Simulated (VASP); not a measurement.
NbAs, 4 atoms in the cell. Symmetry: I4_1md, No. 109, tetragonal system. The conventional cell has a = 3.381 Å, b = 3.381 Å, c = 11.442 Å, α = 90.00°, β = 90.00°, γ = 90.00°. Within 3.4 Å of Nb (site symmetry 2mm) lie 6 As at 2.54 to 2.58 Å and 8 Nb at 3.32 to 3.38 Å. As (site symmetry 2mm) has 6 Nb at 2.54 to 2.58 Å and 8 As at 3.32 to 3.38 Å within 3.4 Å. 

| Quantity | Value |
| --- | --- |
| Program | VASP 6.6.1 |
| Task | single point |
| Functional | PBEsol |
| Potentials or basis | VASP PAW PBE potentials, release 64 (Nb_sv, As) |
| Cutoff | 520 eV |
| k mesh | 11 × 11 × 11 |
| Occupations | fermi-dirac, width 0.05 eV |
| Spin | no spin polarisation |
| Dipole correction | no |
| Further INCAR settings | ALGO = Normal; EDIFF = 1e-06; NBANDS = 26 |

Potentials or basis: VASP PAW PBE potentials, release 64 (Nb_sv, As).

Launch:

```console
$ cat potpaw_PBE.64/Nb_sv/POTCAR potpaw_PBE.64/As/POTCAR > POTCAR
$ mpirun -np 1 vasp_std > vasp.out
```

Hardware: 1 thread of Intel(R) Xeon(R) 6975P-C (Granite Rapids), with other jobs on the host.

Task: Estimate the wall time of this run.

Result: Run time: 3.4 min on 1 thread of Intel(R) Xeon(R) 6975P-C (Granite Rapids) (shared host), peak memory 0.45 GiB. Counts: scf iterations 13, k points 126.
